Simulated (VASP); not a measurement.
# HW3S6 in VASP: single point with PBEsol

Aim: the single point of HW3S6 with PBEsol.

Everything below comes from runs of VASP 6.6.1. Logs are shortened: lines on timing, memory, paths and dates and some standing lists are left out, and cuts for length are marked.

## Step 1: The cell of the first run

The cell holds a slab with vacuum, 10 atoms: a = 3.148 Å, b = 6.625 Å, c = 25.518 Å, α = 90.00°, β = 90.00°, γ = 103.74°.

## Step 2: Single point, PBEsol, collinear spin

INCAR

```
PREC     = Accurate       # precision mode
ENCUT    = 520            # plane-wave cutoff, eV
EDIFF    = 1E-6           # SCF threshold, eV
ISMEAR   = 0              # smearing method
SIGMA    = 0.05           # smearing width, eV
LREAL    = False          # projectors in reciprocal space
LASPH    = True           # aspherical terms in the spheres
NELM     = 150            # most SCF steps
ALGO     = Normal         # electronic algorithm
ISIF     = 2              # what is computed and relaxed
LWAVE    = False          # write WAVECAR
LCHARG   = True           # write CHGCAR
ISPIN    = 2              # spin polarisation
MAGMOM   = 0 0 0 0 0 0 0 0 0 1 # initial moments
LORBIT   = 11             # projections on sites
LMAXMIX  = 4              # l up to which the mixer works
LDIPOL   = True         
IDIPOL   = 3            
DIPOL    = 0.5 0.5 0.470
GGA      = PS             # functional
LVHAR    = True         
LVACPOTAV= True         
NBANDS   = 54             # bands
KPAR     = 4
```

KPOINTS

```
regular mesh
0
Gamma
  9 4 1
```

POSCAR

```
HW3S6
1.0
    3.1476068045      0.0000000000      0.0000000000
   -1.5738034023      6.4349390115      0.0000000000
    0.0000000000      0.0000000000     25.5179716437
S W H
6 3 1
Direct
    0.1414535900      0.2829071800      0.3330985753
    0.9004252594      0.8008505187      0.3504372185
    0.6713612265      0.3427224530      0.4388513177
    0.4303328959      0.8606657918      0.4561899608
    0.2310456676      0.4364359715      0.5497918193
    0.9560609851      0.9193995762      0.5656155811
    0.5308948236      0.0617896473      0.3770198047
    0.0578479294      0.1242250484      0.4854729051
    0.6054178798      0.1889172014      0.5775836654
    0.6990070031      0.7047360039      0.5641486216
```

Potentials or basis: VASP PAW PBE potentials, release 64 (S, W_sv, H).

Command:

```sh
> cat potpaw_PBE.64/S/POTCAR potpaw_PBE.64/W_sv/POTCAR potpaw_PBE.64/H/POTCAR > POTCAR
> mpirun -np 4 vasp_std > vasp.out
```

OUTCAR:

```text
PREC = Accurate
   ENCUT = 520
   EDIFF = 1E-6
   ISMEAR = 0
   LREAL = False
   LASPH = True
   NELM = 150
   ISIF = 2
   ISPIN = 2
   LORBIT = 11
   GGA = PS

 ion  position               nearest neighbor table
   1  0.141  0.283  0.333-   7 2.40   7 2.40
   2  0.900  0.801  0.350-   7 2.40   7 2.40
   3  0.671  0.343  0.439-   7 2.40   8 2.41   8 2.43
   4  0.430  0.861  0.456-   7 2.40   8 2.42   8 2.44
   5  0.231  0.436  0.550-   9 2.34   9 2.35   8 2.59
   6  0.956  0.919  0.566-  10 1.46   9 2.33   9 2.39   8 2.43
   7  0.531  0.062  0.377-   4 2.40   2 2.40   2 2.40   1 2.40   1 2.40   3 2.40   8 3.20   8 3.22

   8  0.058  0.124  0.485-   3 2.41   4 2.42   3 2.43   6 2.43   4 2.44   5 2.59   9 2.83   9 2.89
                             7 3.20   7 3.22
   9  0.605  0.189  0.578-   6 2.33   5 2.34   5 2.35   6 2.39   8 2.83   8 2.89
  10  0.699  0.705  0.564-   6 1.46

  LATTYP: Found a base centered orthorhombic cell.
 ALAT       =     3.1476068045
 B/A-ratio  =     4.0887819929
 C/A-ratio  =     8.1071027065

  Lattice vectors:

 A1 = (   1.5738034023,  -6.4349390115,   0.0000000000)
 A2 = (   1.5738034022,   6.4349390115,   0.0000000000)
 A3 = (   0.0000000000,   0.0000000000,  25.5179716437)

Analysis of symmetry for initial positions (statically):
=====================================================================
 Subroutine PRICEL returns:
 Original cell was already a primitive cell.

 Routine SETGRP: Setting up the symmetry group for a
 base centered orthorhombic supercell.

 Subroutine GETGRP returns: Found  1 space group operations
 (whereof  1 operations were pure point group operations)
 out of a pool of  8 trial point group operations.

The static configuration has the point symmetry C_1 .

Analysis of symmetry for dynamics (positions and initial velocities):
=====================================================================
 Subroutine PRICEL returns:
 Original cell was already a primitive cell.

 Routine SETGRP: Setting up the symmetry group for a
 base centered orthorhombic supercell.

 Subroutine GETGRP returns: Found  1 space group operations
 (whereof  1 operations were pure point group operations)
 out of a pool of  8 trial point group operations.

The dynamic configuration has the point symmetry C_1 .

Analysis of structural, dynamic, and magnetic symmetry:
=====================================================================
 Subroutine PRICEL returns:
 Original cell was already a primitive cell.

 Routine SETGRP: Setting up the symmetry group for a
 base centered orthorhombic supercell.

 Subroutine GETGRP returns: Found  1 space group operations
 (whereof  1 operations were pure point group operations)
 out of a pool of  8 trial point group operations.

The overall configuration has the point symmetry C_1 .

 Subroutine INISYM returns: Found  1 space group operations
 (whereof  1 operations are pure point group operations),
 and found     1 'primitive' translations

----------------------------------------------------------------------------------------

                                     Primitive cell

  volume of cell :     516.8578

  direct lattice vectors                    reciprocal lattice vectors
     3.147606805  0.000000000  0.000000000     0.317701690  0.077700814  0.000000000
    -1.573803402  6.434939012  0.000000000     0.000000000  0.155401628  0.000000000
     0.000000000  0.000000000 25.517971644     0.000000000  0.000000000  0.039188068

  length of vectors
     3.147606805  6.624597892 25.517971644     0.327065406  0.155401628  0.039188068

  position of ions in fractional coordinates (direct lattice)
     0.141453590  0.282907180  0.333098575
     0.900425259  0.800850519  0.350437218
     0.671361226  0.342722453  0.438851318
     0.430332896  0.860665792  0.456189961
     0.231045668  0.436435972  0.549791819
     0.956060985  0.919399576  0.565615581
     0.530894824  0.061789647  0.377019805
     0.057847929  0.124225048  0.485472905
     0.605417880  0.188917201  0.577583665
     0.699007003  0.704736004  0.564148622

  ion indices of the primitive-cell ions
   primitive index   ion index
                 1           1
                 2           2
                 3           3
                 4           4
                 5           5
                 6           6
                 7           7
                 8           8
                 9           9
                10          10

[... 43 lines left out ...]
 Subroutine IBZKPT returns following result:
 ===========================================

 Found     19 irreducible k-points:

 Following reciprocal coordinates:
            Coordinates               Weight
  0.000000  0.000000  0.000000      1.000000
  0.111111  0.000000  0.000000      2.000000
  0.222222  0.000000  0.000000      2.000000
  0.333333  0.000000  0.000000      2.000000
  0.444444  0.000000  0.000000      2.000000
  0.000000  0.250000  0.000000      2.000000
[... 11 lines left out ...]
  0.333333  0.500000  0.000000      2.000000
  0.444444  0.500000  0.000000      2.000000
   k-points           NKPTS =     19   k-points in BZ     NKDIM =     19   number of bands    NBANDS=     54
   number of dos      NEDOS =    301   number of ions     NIONS =     10
   total plane-waves  NPLWV = 230400
   dimension x,y,z NGX =    24 NGY =   50 NGZ =  192
   dimension x,y,z NGXF=    48 NGYF=  100 NGZF=  384
   ions per type =               6   3   1
   NGX,Y,Z   is equivalent  to a cutoff of  12.68, 12.55, 12.51 a.u.
   NGXF,Y,Z  is equivalent  to a cutoff of  25.35, 25.10, 25.02 a.u.
 SYSTEM =  unknown system
   PREC   = accura    normal or accurate (medium, high low for compatibility)
   ISTART =      0    job   : 0-new  1-cont  2-samecut
   ICHARG =      2    charge: 1-file 2-atom 10-const
   ISPIN  =      2    spin polarized calculation?
   LNONCOLLINEAR =      F non collinear calculations
   LSORBIT =      F    spin-orbit coupling
   LASPH  =      T    aspherical Exc in radial PAW
   ENCUT  =  520.0 eV  38.22 Ry    6.18 a.u.   5.85 12.32 47.45*2*pi/ulx,y,z
   NELM   =    150;   NELMIN=  2; NELMDL= -5     # of ELM steps
   EDIFF  = 0.1E-05   stopping-criterion for ELM
   LREAL  =      F    real-space projection
[... 7 lines left out ...]
   TEBEG  =    0.0;   TEEND  =   0.0 temperature during run
   PSTRESS=    0.0 pullay stress
   NELECT =      79.0000    total number of electrons
   NUPDOWN=      -1.0000    fix difference up-down
   EMIN   =  10.00;   EMAX   =-10.00  energy-range for DOS
   EFERMI =   0.00;   METHOD = LEGACY
   ISMEAR =     0;   SIGMA  =   0.05  broadening in eV -4-tet -1-fermi 0-gaus
   EFERMI_NEDOS =   21; number of points for ismear=-14 and -15
   IALGO  =     38    algorithm
   IMIX   =      4    mixing-type and parameters
     AMIX     =   0.40;   BMIX     =  1.00
     AMIX_MAG =   1.60;   BMIX_MAG =  1.00
  volume/ion in A,a.u.               =      51.69       348.79
  Fermi-wavevector in a.u.,A,eV,Ry     =   0.875307  1.654090 10.424261  0.766162
  Thomas-Fermi vector in A             =   1.994959
   LORBIT       =     11    0 simple, 1 ext, 2 COOP (PROOUT), +10 PAW based schemes
   GGA     = PS    functional components
   LHFCALC =     F    Hartree Fock is set to
   AEXX    =    0.0000 exact exchange contribution
   IVDW    =     0    specifies the selected vdW correction
   LEPSILON=     F    determine dielectric tensor
   LRPA    =     F    only Hartree local field effects (RPA)
 spin polarized calculation
 Gauss-broadening in eV      SIGMA  =   0.05
  energy-cutoff  :      520.00
  volume of cell :      516.86
 maximum number of plane-waves:     13961
   NGX = 11   NGY = 25   NGZ = 95

 dipolmoment           0.000000      0.000000      0.036365 electrons x Angstroem

 number of electron      78.9999999 magnetization       0.0880637

 dipolmoment           0.000000      0.000000     -0.221089 electrons x Angstroem

 Free energy of the ion-electron system (eV)
  ---------------------------------------------------
  ext. energy  EPLUGINS =         0.00000000
  ---------------------------------------------------
  free energy    TOTEN  =       -72.88933263 eV

  energy without entropy =      -72.88405584  energy(sigma->0) =      -72.88669424

 E-fermi :  -1.3206     XC(G=0):  -4.1058

 val. band max:       -1.3300749081   @ k =   0.0000   0.5000   0.0000
 cond. band min:      -1.3203708628   @ k =  -0.3333   0.2500   0.0000
 fundamental gap:      0.0097040453
 Fermi energy:        -1.3205564098

 spin component 1

 k-point     1 :       0.0000    0.0000    0.0000
  band No.  band energies     occupation
      1     -75.9000      1.00000
      2     -75.6392      1.00000
      3     -75.6362      1.00000
      4     -40.3087      1.00000
      5     -40.1248      1.00000
      6     -40.0346      1.00000
[... 1015 lines left out ...]
     50       2.5454      0.00000
     51       2.7963      0.00000
 Fermi energy:        -1.3205564098

 spin component 2

 k-point     1 :       0.0000    0.0000    0.0000
  band No.  band energies     occupation
      1     -75.8992      1.00000
      2     -75.6397      1.00000
      3     -75.6390      1.00000
      4     -40.3082      1.00000
      5     -40.1234      1.00000
      6     -40.0344      1.00000
[... 1015 lines left out ...]
     50       2.5478      0.00000
     51       2.7989      0.00000
 [bands above 51 left out]

------------------------ aborting loop because EDIFF is reached ----------------------------------------

  FORCE on cell =-STRESS in cart. coord.  units (eV):
  Direction    XX          YY          ZZ          XY          YZ          ZX
  --------------------------------------------------------------------------------------
  -------------------------------------------------------------------------------------
  Total       -5.4871370     -3.6576789      0.3990762     -0.7850253      0.6119269     -0.0431286
  in kB      -17.0092563    -11.3382257      1.2370731     -2.4334542      1.8968765     -0.1336917
  external PRESSURE =      -9.0368030 kB  Pullay stress =       0.0000000 kB

 VOLUME and BASIS-vectors are now :
 -----------------------------------------------------------------------------
  energy-cutoff  :      520.00
  volume of cell :      516.86
      direct lattice vectors                 reciprocal lattice vectors
     3.147606805  0.000000000  0.000000000     0.317701690  0.077700814  0.000000000
    -1.573803402  6.434939012  0.000000000     0.000000000  0.155401628  0.000000000
     0.000000000  0.000000000 25.517971644     0.000000000  0.000000000  0.039188068

 POSITION                                       TOTAL-FORCE (eV/Angst)
 -----------------------------------------------------------------------------------
     -0.00000      1.82049      8.50000         0.003794     -0.686168      0.218179
      1.57380      5.15342      8.94245        -0.023568      0.577247      0.037908
      1.57380      2.20540     11.19860         0.002164     -0.249272      0.253186
     -0.00000      5.53833     11.64104        -0.030709      0.318937      0.124878
      0.04038      2.80844     14.02957        -0.000687      0.023511     -0.002210
      1.56235      5.91628     14.43336        -0.005989     -0.076564      0.017655
      1.57380      0.39761      9.62078         0.047053      0.041217     -0.643752
     -0.01342      0.79938     12.38828         0.000785      0.002306     -0.022615
      1.60830      1.21567     14.73876        -0.001256      0.024284      0.015909
      1.09108      4.53493     14.39593         0.008413      0.024501      0.000862
 -----------------------------------------------------------------------------------
    total drift:                                0.000257     -0.000017     -0.000888

  FREE ENERGIE OF THE ION-ELECTRON SYSTEM (eV)
  ---------------------------------------------------
  free  energy   TOTEN  =       -72.8893326347 eV

  energy  without entropy=      -72.8840558392  energy(sigma->0) =      -72.88669424

 vacuum level on the upper side and lower side of the slab         2.936         4.912

 total charge

# of ion       s       p       d       tot
------------------------------------------
    1        1.360   2.298   0.000   3.658
    2        1.360   2.297   0.000   3.658
    3        1.359   2.321   0.000   3.681
    4        1.357   2.324   0.000   3.681
    5        1.346   2.337   0.000   3.683
    6        1.310   2.414   0.000   3.724
    7        2.348   6.326   3.303  11.978
    8        2.319   6.310   3.392  12.020
    9        2.330   6.244   3.518  12.092
   10        0.475   0.033   0.000   0.508
--------------------------------------------------
tot         15.566  32.903  10.213  58.682

 magnetization (x)

# of ion       s       p       d       tot
------------------------------------------
    1        0.001   0.029   0.000   0.029
    2        0.001   0.028   0.000   0.028
    3        0.000   0.000   0.000   0.000
    4        0.000   0.001   0.000   0.001
    5       -0.000  -0.000   0.000  -0.000
    6       -0.000  -0.000   0.000  -0.000
    7       -0.000  -0.000  -0.007  -0.008
    8       -0.000   0.000   0.002   0.002
    9        0.000   0.000   0.000   0.000
   10       -0.000  -0.000   0.000  -0.000
--------------------------------------------------
tot          0.001   0.057  -0.005   0.053
```

Wall time 13 min (4 MPI ranks of Intel Xeon Platinum 8488C (Sapphire Rapids), shared host); peak memory 1.2 GiB.

Results:

- Free energy: -72.8893 eV
- Largest force: 0.720 eV/Å
- Net moment: 0.09 μB per cell
- Site moments: S +0.03, +0.00, -0.00 (each value once); W -0.01, +0.00 (each value once); H -0.00 μB
- Valence electrons inside the program's atomic spheres: S 3.66, 3.68, 3.72 (each value once); W 11.98, 12.02, 12.09; H 0.51

Forces on the atoms (eV/Å):
```
S    0.004 -0.686  0.218
S   -0.024  0.577  0.038
S    0.002 -0.249  0.253
S   -0.031  0.319  0.125
S   -0.001  0.024 -0.002
S   -0.006 -0.077  0.018
W    0.047  0.041 -0.644
W    0.001  0.002 -0.023
W   -0.001  0.024  0.016
H    0.008  0.025  0.001
```

Caveat: the PAW data sets were made with another functional, which shifts forces and pressure a little; spin-orbit coupling is left out, which moves the levels of the heavy elements.
